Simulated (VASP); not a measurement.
Hf, 1 atom in the cell. It takes space group Im-3m (No. 229, cubic). Conventional cell: a = 3.550 Å, b = 3.550 Å, c = 3.550 Å, α = 90.00°, β = 90.00°, γ = 90.00°. Hf (site symmetry m-3m) has 14 Hf at 3.07 to 3.55 Å within 4.0 Å. 

| Quantity | Value |
| --- | --- |
| Program | VASP 6.6.1 |
| Task | relaxation of cell and atoms |
| Functional | PBE |
| Potentials or basis | VASP PAW PBE potentials, release 64 (Hf_pv) |
| Cutoff | 600 eV |
| k mesh | 22 × 22 × 22 |
| Occupations | gaussian, width 0.1 eV |
| Spin | no spin polarisation |
| Dipole correction | no |
| Further INCAR settings | ALGO = Normal; EDIFF = 1e-07; IBRION = 2; EDIFFG = -0.01; NSW = 100; ISIF = 3 |

Potentials or basis: VASP PAW PBE potentials, release 64 (Hf_pv).

Command:

```console
$ cat potpaw_PBE.64/Hf_pv/POTCAR > POTCAR
$ mpirun -np 1 vasp_std > vasp.out
```

Hardware: 1 thread of Intel(R) Xeon(R) 6975P-C (Granite Rapids), with other jobs on the host.

Problem. How long does it take, and how much memory?

Solution. Wall time 69 s on 1 thread of Intel(R) Xeon(R) 6975P-C (Granite Rapids) (shared host), peak memory 0.24 GiB. Counts: scf iterations 26, k points 328, ion steps 3.
